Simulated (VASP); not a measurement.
Here is a VASP 6.6.1 calculation.

INCAR

```
PREC = Accurate
ENCUT = 520
EDIFF = 1E-6
ISMEAR = 0
SIGMA = 0.15
LREAL = F
LASPH = T
NELM = 80
ALGO = Fast
ISIF = 2
LWAVE = F
LCHARG = T
GGA = PE
LELF = T
LVHAR = T
NBANDS = 18
```

Contents of KPOINTS:

```
Automatic mesh
0
Gamma
  18 18 14
```

File POSCAR:

```
CuAu
1.0
    2.8840000000      0.0000000000      0.0000000000
    0.0000000000      2.8840000000      0.0000000000
    0.0000000000      0.0000000000      3.7250500000
Cu Au
1 1
Direct
    0.5000000000      0.5000000000      0.5000000000
    0.0000000000      0.0000000000      0.0000000000
```

Potentials or basis: VASP PAW PBE potentials, release 64 (Cu, Au).

Run with:

```console
$ cat potpaw_PBE.64/Cu/POTCAR potpaw_PBE.64/Au/POTCAR > POTCAR
$ mpirun -np 1 vasp_std > vasp.out
```

What does it give for the pressure?

-4.0 GPa.

Estimate the band gap on the k mesh.

zero (band 11 reaches 12.88 eV, above the bottom of band 12 at 5.96 eV).

Stress tensor (GPa, compression positive):
```
-3.93  0.00  0.00
 0.00 -3.93  0.00
 0.00  0.00 -4.23
```

Caveat: the cell differs from its parent crystal (strain +0.030 along x and y, +0.015 along z); spin-orbit coupling is left out, which moves the levels of the heavy elements.
